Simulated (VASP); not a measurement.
A run of VASP 6.6.1 is set up as follows.

Contents of INCAR:

```
PREC = Accurate
ENCUT = 520
EDIFF = 1E-7
ISMEAR = 0
SIGMA = 0.2
LREAL = F
LASPH = T
NELM = 80
ALGO = Normal
ISIF = 2
LWAVE = F
LCHARG = F
LDIPOL = T
IDIPOL = 3
DIPOL = 0.5 0.5 0.290
GGA = PE
IVDW = 12
NBANDS = 34
```

The input KPOINTS:

```
regular mesh
0
Gamma
  8 8 1
```

File POSCAR:

```
Si2B
1.0
    6.3405384596     -0.0000000073      0.0000000000
   -1.5851346118      2.7455336917      0.0000000000
    0.0000000000      0.0000000000     37.8816948800
Si B
8 4
Direct
    0.1666666667      0.6666666667      0.2043441777
    0.6666666667      0.6666666667      0.2043441777
    0.3333333333      0.3333333333      0.2589714571
    0.8333333333      0.3333333333      0.2589714571
    0.3333333333      0.3333333333      0.3217839730
    0.8333333333      0.3333333333      0.3217839730
    0.0000000000      0.0000000000      0.3764112523
    0.5000000000      0.0000000000      0.3764112523
    0.5000000000      0.0000000000      0.2358652280
    0.0000000000      0.0000000000      0.2358652280
    0.1666666667      0.6666666667      0.3448902021
    0.6666666667      0.6666666667      0.3448902021
```

Potentials or basis: VASP PAW PBE potentials, release 64 (Si, B).

Launch:

```sh
$ cat potpaw_PBE.64/Si/POTCAR potpaw_PBE.64/B/POTCAR > POTCAR
$ mpirun -np 1 vasp_std > vasp.out
```

Problem. Estimate the band gap on the k mesh.

Solution. Zero (band 22 reaches -1.21 eV, above the bottom of band 23 at -2.21 eV).

Problem. Predict the largest force.

Solution. 0.021 eV/Å.

Problem. Predict the dispersion energy per atom.

Solution. -0.260 eV.

Forces on the atoms (eV/Å):
```
Si  -0.006 -0.004  0.004
Si  -0.006 -0.004  0.004
Si  -0.009 -0.005 -0.018
Si  -0.009 -0.005 -0.018
Si   0.009  0.005  0.018
Si   0.009  0.005  0.018
Si   0.006  0.004 -0.004
Si   0.006  0.004 -0.004
B    0.009  0.005  0.008
B    0.009  0.005  0.008
B   -0.009 -0.005 -0.008
B   -0.009 -0.005 -0.008
```
